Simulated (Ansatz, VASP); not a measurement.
**One calculation of Al9H, two programs**

The input INCAR:

```
SYSTEM = Al9H
ALGO = Normal
DIPOL = 0.5 0.5 0.306
EDIFF = 1E-6
ENCUT = 520
GGA = PE
IDIPOL = 3
ISIF = 2
ISMEAR = 0
LASPH = .TRUE.
LCHARG = .FALSE.
LDIPOL = .TRUE.
LREAL = Auto
LWAVE = .FALSE.
NBANDS = 44
NELM = 60
PREC = Accurate
SIGMA = 0.1
```

KPOINTS

```
k-points
0
G
  5 3 1
  0 0 0
```

The input POSCAR:

```
Al9H
1.0
    5.7070863106      0.0000000000      0.0000000000
   -1.4267715776      9.7014842380      0.0000000000
    0.0000000000      0.0000000000     22.7903703519
Al H
18 2
Direct
    0.2662216041      0.0648864163      0.1755127248
    0.7662216041      0.0648864163      0.1755127248
    0.3354806058      0.3419224231      0.2192029854
    0.8354806058      0.3419224231      0.2192029854
    0.1493324061      0.5973296244      0.2279410375
    0.6493324061      0.5973296244      0.2279410375
    0.4631842064      0.8527368258      0.2366790896
    0.9631842065      0.8527368258      0.2366790896
    0.0319772093      0.1277109169      0.2808262502
    0.5319772093      0.1277109169      0.2808262502
    0.0997917601      0.4042231294      0.3301071124
    0.5997917601      0.4042231294      0.3301071124
    0.4144000537      0.6596656514      0.3369822081
    0.9144000537      0.6596656514      0.3369822081
    0.2263076916      0.9110819252      0.3449259130
    0.7263076916      0.9110819252      0.3449259130
    0.2962427243      0.1814072004      0.3857054631
    0.7962427243      0.1814072004      0.3857054631
    0.6062643800      0.3777722722      0.5173400068
    0.6062643800      0.4714919451      0.5173400068
```

Input for Ansatz:

```yaml
crystal:
  lattice:
    - [5.7070863106, 0.0, 0.0]
    - [-1.4267715776, 9.701484238, 0.0]
    - [0.0, 0.0, 22.7903703519]
  atoms:
    - { symbol: Al, position: [0.2662216041, 0.0648864163, 0.1755127248] }
    - { symbol: Al, position: [0.7662216041, 0.0648864163, 0.1755127248] }
    - { symbol: Al, position: [0.3354806058, 0.3419224231, 0.2192029854] }
    - { symbol: Al, position: [0.8354806058, 0.3419224231, 0.2192029854] }
    - { symbol: Al, position: [0.1493324061, 0.5973296244, 0.2279410375] }
    - { symbol: Al, position: [0.6493324061, 0.5973296244, 0.2279410375] }
    - { symbol: Al, position: [0.4631842064, 0.8527368258, 0.2366790896] }
    - { symbol: Al, position: [0.9631842065, 0.8527368258, 0.2366790896] }
    - { symbol: Al, position: [0.0319772093, 0.1277109169, 0.2808262502] }
    - { symbol: Al, position: [0.5319772093, 0.1277109169, 0.2808262502] }
    - { symbol: Al, position: [0.0997917601, 0.4042231294, 0.3301071124] }
    - { symbol: Al, position: [0.5997917601, 0.4042231294, 0.3301071124] }
    - { symbol: Al, position: [0.4144000537, 0.6596656514, 0.3369822081] }
    - { symbol: Al, position: [0.9144000537, 0.6596656514, 0.3369822081] }
    - { symbol: Al, position: [0.2263076916, 0.9110819252, 0.344925913] }
    - { symbol: Al, position: [0.7263076916, 0.9110819252, 0.344925913] }
    - { symbol: Al, position: [0.2962427243, 0.1814072004, 0.3857054631] }
    - { symbol: Al, position: [0.7962427243, 0.1814072004, 0.3857054631] }
    - { symbol: H, position: [0.60626438, 0.3777722722, 0.5173400068] }
    - { symbol: H, position: [0.60626438, 0.4714919451, 0.5173400068] }
basis:
  ecutwfc: 420
kpoints:
  mp_grid: { grid: [5, 3, 1] }
hamiltonian:
  xc: pbe
  pseudopotentials: { kind: paw, azcp: { folder: soft_1 } }
scf:
  occupations: { method: gaussian, width: 0.1 }
output:
  forces: true
  eigenvalues: true
efield:
  axis: 3
  dipole_correction: true
  ramp_width: 0.04
```

Alike in both runs: task single point; functional PBE; k mesh 5 × 3 × 1; occupations gaussian, width 0.1 eV; no spin polarisation.

|  | VASP | Ansatz |
| --- | --- | --- |
| version | VASP 6.6.1 | Ansatz 0.2.0 |
| potentials or method | VASP PAW PBE potentials, release 64 (Al, H), cutoff 520 eV | scalar-relativistic, plane waves, PAW |
| valence electrons in the cell | 56 | 56 |

|  | VASP | Ansatz | Ansatz less VASP |
| --- | --- | --- | --- |
| gap on the k mesh at the Fermi level (eV) | none | none | - |
| rms of the force components (eV/Å) | 0.641 | 0.641 | 0.0000 |

Atom by atom the forces differ by 0.001 eV/Å (rms over components). A gap of «none» marks a metal or a gap that the smearing closes. The functional is the same, so the differences come from potentials, cutoffs and numerics.
